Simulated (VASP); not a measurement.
C:

```
C
1.0
     0.00000    1.77430    1.77430
     1.77430    0.00000    1.77430
     1.77430    1.77430    0.00000
C
2
Direct
  0.75000 0.75000 0.75000
  0.50000 0.50000 0.50000
```

Base run:

- Program: VASP 6.6.1
- Functional: PBEsol
- Potentials or basis: VASP PAW PBE potentials, release 64 (C)
- Cutoff: 520 eV
- k mesh: 13 × 13 × 13
- Occupations: fermi-dirac, width 0.05 eV
- Spin: no spin polarisation

Its results: band gap on the k mesh 4.05 eV, indirect (least direct gap 5.58 eV); pressure 3.1 GPa.

Problem. The run is repeated on the same cell with these changes: potentials or basis from VASP PAW PBE potentials, release 64 (C) to VASP PAW PBE potentials, release 64 (C_h); cutoff from 520 eV to 910 eV. What comes out?

Solution. Band gap on the k mesh 4.05 eV, indirect (least direct gap 5.59 eV); pressure 2.0 GPa.

Caveats: the PAW data sets were made with another functional, which shifts forces and pressure a little; the cutoff is under 1.25 times the usual one of these potentials, so pressure, stress and relaxed cells hold a basis-set (Pulay) error (some runs).

A k mesh can miss the band edges.
